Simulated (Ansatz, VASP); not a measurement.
Two plane-wave programs on NbP

File INCAR:

```
SYSTEM = NbP
PREC     = Accurate       ! precision mode
ENCUT    = 520            ! plane-wave cutoff, eV
EDIFF    = 1E-6           ! SCF threshold, eV
ISMEAR   = 1              ! smearing method
SIGMA    = 0.15           ! smearing width, eV
LREAL    = .False.        ! projectors in reciprocal space
LASPH    = .True.         ! aspherical terms in the spheres
NELM     = 60             ! most SCF steps
ALGO     = Normal         ! electronic algorithm
ISIF     = 2              ! what is computed and relaxed
LWAVE    = .False.        ! write WAVECAR
LCHARG   = .False.        ! write CHGCAR
GGA      = PE             ! functional
NBANDS   = 26             ! bands
```

Contents of KPOINTS:

```
Automatic mesh
0
Gamma
  11 11 11
  0 0 0
```

Contents of POSCAR:

```
NbP
1.0
   -1.6290116377      1.6290116377      5.5827650772
    1.6290116377     -1.6290116377      5.5827650772
    1.6290116377      1.6290116377     -5.5827650772
Nb P
2 2
Direct
    0.7498808000      0.7498808000      0.0000000000
    0.4998808000      0.9998808000      0.5000000000
    0.3327477700      0.3327477700      0.0000000000
    0.0827477800      0.5827477800      0.5000000000
```

Input for Ansatz:

```yaml
crystal:
  lattice:
    - [-1.6290116377241715, 1.6290116377241715, 5.582765077155454]
    - [1.6290116377241715, -1.6290116377241715, 5.582765077155454]
    - [1.6290116377241715, 1.6290116377241715, -5.582765077155454]
  atoms:
    - { symbol: Nb, position: [0.7498808, 0.7498808, 0.0] }
    - { symbol: Nb, position: [0.4998808, 0.9998808, 0.5] }
    - { symbol: P, position: [0.33274777, 0.33274777, 0.0] }
    - { symbol: P, position: [0.08274778, 0.58274778, 0.5] }
basis:
  ecutwfc: 450.0
kpoints:
  mp_grid:
    grid: [11, 11, 11]
hamiltonian:
  xc: pbe
scf:
  occupations:
    method: methfessel_paxton
    width: 0.15
output:
  stress: true
```

Alike in both runs: task single point; functional PBE; k mesh 11 × 11 × 11; occupations methfessel-paxton of order 1, width 0.15 eV; no spin polarisation.

|  | VASP | Ansatz |
| --- | --- | --- |
| version | VASP 6.6.1 | Ansatz 0.2.0 |
| potentials or method | VASP PAW PBE potentials, release 64 (Nb_sv, P), cutoff 520 eV | plane waves, PAW |
| valence electrons in the cell | 36 | 36 |

|  | VASP | Ansatz | Ansatz less VASP |
| --- | --- | --- | --- |
| pressure (GPa) | 16.9 | 17.4 | +0.51 |
| traceless stress, the component that is largest in VASP (GPa) | -2.16 | -2.19 | -0.029 |
